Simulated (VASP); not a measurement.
# I: single point with LDA

The system is I.

```
I
1.0
     3.58866   -2.14132    0.00000
     3.58866    2.14132    0.00000
     0.00000    0.00000    9.62721
I
4
Direct
  0.82543 0.17457 0.12318
  0.67457 0.32543 0.62318
  0.17457 0.82543 0.87682
  0.32543 0.67457 0.37682
```

```json
{
  "Program": "VASP 6.6.1",
  "Task": "single point",
  "Functional": "LDA",
  "Potentials or basis": "VASP PAW LDA potentials, release 64 (I)",
  "Cutoff": "520 eV",
  "k mesh": "8 × 8 × 3",
  "Occupations": "fermi-dirac, width 0.05 eV",
  "Spin": "no spin polarisation",
  "Dipole correction": "no",
  "Further INCAR settings": "ALGO = Normal; EDIFF = 1e-06; NBANDS = 22"
}
```

```
Pressure               : 0.0 GPa
Largest force          : 0.031 eV/Å
Band gap on the k mesh : 0.63 eV (least direct gap 0.99 eV)
```

Forces on the atoms (eV/Å):
```
I    0.000  0.029 -0.010
I    0.000 -0.029 -0.010
I    0.000 -0.029  0.010
I    0.000  0.029  0.010
```

Stress tensor (GPa, compression positive):
```
-0.03  0.00  0.00
 0.00  0.08  0.00
 0.00  0.00 -0.17
```

Levels at points of the mesh, in eV from the valence-band top:
| k point | band 11 | band 12 | band 13 | band 14 | band 15 | band 16 | band 17 | band 18 |
| --- | --- | --- | --- | --- | --- | --- | --- | --- |
| (0.00, 0.00, 0.00) | -0.95 | -0.94 | -0.47 | 0.00 | 1.01 | 1.98 | 4.38 | 4.91 |
| (0.50, 0.00, 0.00) | -1.79 | -1.79 | -1.03 | -1.03 | 2.15 | 2.15 | 4.72 | 4.72 |
| (0.50, 0.50, 0.00) | -1.90 | -1.79 | -1.28 | -0.77 | 0.76 | 1.62 | 4.15 | 5.15 |

Run time: 120 s on 1 thread of Intel Xeon 8259CL (shared host), peak memory 0.26 GiB.

Caveat: spin-orbit coupling is left out, which moves the levels of the heavy elements; an odd mesh through Γ misses points on the zone boundary, where band edges can lie.
